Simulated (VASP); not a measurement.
# SnTe: single point with HSE06

The system is SnTe.

```xyz
2
Lattice="3.9561 0.0000 0.0000 0.0000 3.9561 0.0000 0.0000 0.0000 3.9561" Properties=species:S:1:pos:R:3 pbc="T T T"
Te    1.9780    1.9780    1.9780
Sn    0.0000    0.0000    0.0000
```

```
Program             : VASP 6.6.1
Task                : single point
Functional          : HSE06
Potentials or basis : VASP PAW PBE potentials, release 64 (Te, Sn_d)
Cutoff              : 520 eV
k mesh              : 4 × 4 × 4
Occupations         : fermi-dirac, width 0.05 eV
Spin                : no spin polarisation
```

```
Pressure               : -1.6 GPa
Band gap on the k mesh : zero (bands 10 and 11 overlap by 1.46 eV)
```

Levels at points of the mesh, in eV from the Fermi level:
```tsv
k point	band 7	band 8	band 9	band 10	band 11	band 12	band 13	band 14
(0.00, 0.00, 0.00)	-5.96	-1.97	-1.97	-1.97	4.03	4.03	5.76	5.76
(0.50, 0.00, 0.00)	-9.01	-0.38	-0.38	-0.14	0.31	2.42	2.42	5.97
(0.50, 0.50, 0.00)	-7.11	-5.18	-5.18	0.26	3.70	4.22	4.22	6.37
(0.50, 0.50, 0.50)	-5.96	-3.11	-3.11	-3.11	-1.20	-1.20	-1.20	14.56
```

It took 25 min on 1 thread of AMD EPYC 7R13 (shared host), peak memory 0.26 GiB.

Caveat: the k points lie up to 0.40 Å⁻¹ apart, too coarse for converged energies and pressures of a metal; the PAW data sets were made with another functional, which shifts forces and pressure a little; spin-orbit coupling is left out, which moves the levels of the heavy elements.
